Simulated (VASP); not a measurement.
A run of VASP 6.6.1:

File INCAR:

```
PREC = Accurate
ENCUT = 520
EDIFF = 1E-6
ISMEAR = 0
SIGMA = 0.05
LREAL = F
LASPH = T
NELM = 80
ALGO = Normal
ISIF = 2
LWAVE = F
LCHARG = F
GGA = PE
NBANDS = 16
```

Contents of KPOINTS:

```
regular mesh
0
Gamma
  12 12 6
```

POSCAR

```
AlN
1.0
    3.1110021516      0.0000000000      0.0000000000
   -1.5555010758      2.6942068945      0.0000000000
    0.0000000000      0.0000000000      4.9780000000
Al N
2 2
Direct
    0.3333333333      0.6666666667     -0.0208570808
    0.6666666667      0.3333333333      0.4791429192
    0.3333333333      0.6666666667      0.4251767778
    0.6666666667      0.3333333333      0.9251767778
```

Potentials or basis: VASP PAW PBE potentials, release 64 (Al, N).

Command:

```bash
$ cat potpaw_PBE.64/Al/POTCAR potpaw_PBE.64/N/POTCAR > POTCAR
$ mpirun -np 1 vasp_std > vasp.out
```

Hardware: 1 thread of Intel(R) Xeon(R) Platinum 8259CL CPU @ 2.50GHz (Skylake/Cascade Lake) (shared host).

How long does it take, and how much memory?

Wall time 32 s on 1 thread of Intel(R) Xeon(R) Platinum 8259CL CPU @ 2.50GHz (Skylake/Cascade Lake), with other jobs on the host, peak memory 0.18 GiB. Counts: scf iterations 13, k points 76.
